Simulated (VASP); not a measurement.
Write the native input for VASP 6.6.1 that does the following.

```yaml
Task: single point
Functional: LDA
Potentials_or_basis: VASP PAW LDA potentials, release 64 (Sn_d, Te)
Cutoff: 520 eV
k_mesh: 6 × 6 × 6
Occupations: fermi-dirac, width 0.05 eV
Spin: no spin polarisation
Dipole_correction: no
Further_INCAR_settings: ALGO = Normal; EDIFF = 1e-06; NBANDS = 17
```

The structure of SnTe lies in POSCAR:

```
SnTe
1.0
    0.0000000000      3.5121602494      3.5121602494
    3.5121602494      0.0000000000      3.5121602494
    3.5121602494      3.5121602494      0.0000000000
Sn Te
1 1
Direct
    0.0000000000      0.0000000000      0.0000000000
    0.7500000000      0.7500000000      0.7500000000
```

One way to write it, as run:

INCAR

```
  PREC = Accurate
  ENCUT = 520
  EDIFF = 1E-6
  ISMEAR = -1
  SIGMA = 0.05
  LREAL = False
  LASPH = True
  NELM = 100
  ALGO = Normal
  ISIF = 2
  LWAVE = False
  LCHARG = False
  NBANDS = 17
```

KPOINTS

```
Automatic mesh
0
Gamma
  6 6 6
```

Potentials or basis: VASP PAW LDA potentials, release 64 (Sn_d, Te).

Run with:

```sh
$ cat potpaw_LDA.64/Sn_d/POTCAR potpaw_LDA.64/Te/POTCAR > POTCAR
$ mpirun -np 1 vasp_std > vasp.out
```

Results of the run:

```yaml
Pressure: -0.2 GPa
Band_gap_on_the_k_mesh: zero (band 10 reaches 3.55 eV, above the bottom of band 11 at 3.54 eV)
```

Caveat: spin-orbit coupling is left out, which moves the levels of the heavy elements.

Run time: 41 s on 1 thread of Intel Xeon 8259CL (shared host), peak memory 0.2 GiB.
